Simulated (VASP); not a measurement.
Input of a VASP 6.6.1 run:

INCAR

```
SYSTEM = C
ALGO     = Normal         ! electronic algorithm
EDIFF    = 1E-6           ! SCF threshold, eV
ENCUT    = 520            ! plane-wave cutoff, eV
GGA      = PE             ! functional
ISIF     = 2              ! what is computed and relaxed
ISMEAR   = 0              ! smearing method
LASPH    = .True.         ! aspherical terms in the spheres
LCHARG   = .False.        ! write CHGCAR
LREAL    = .False.        ! projectors in reciprocal space
LWAVE    = .False.        ! write WAVECAR
NBANDS   = 26             ! bands
NELM     = 100            ! most SCF steps
PREC     = Accurate       ! precision mode
SIGMA    = 0.01           ! smearing width, eV
```

The input KPOINTS:

```
k-points
0
Gamma
  6 6 6
  0 0 0
```

The input POSCAR:

```
C
1.0
    3.5716705104      0.0000000000      0.0000000000
    0.0000000000      3.5716705104      0.0000000000
    0.0000000000      0.0000000000      3.5716705104
C
8
Direct
    0.0000000000      0.0000000000      0.0000000000
    0.0000000000      0.5000000000      0.5000000000
    0.5000000000      0.0000000000      0.5000000000
    0.5000000000      0.5000000000      0.0000000000
    0.2500000000      0.2500000000      0.2500000000
    0.2500000000      0.7500000000      0.7500000000
    0.7500000000      0.2500000000      0.7500000000
    0.7500000000      0.7500000000      0.2500000000
```

Potentials or basis: VASP PAW PBE potentials, release 64 (C).

Run with:

```bash
$ cat potpaw_PBE.64/C/POTCAR > POTCAR
$ mpirun -np 1 vasp_std > vasp.out
```

(1) Estimate the band gap on the k mesh.

(2) What does it give for the pressure?

Answers

(1) 4.14 eV.

(2) 0.6 GPa.
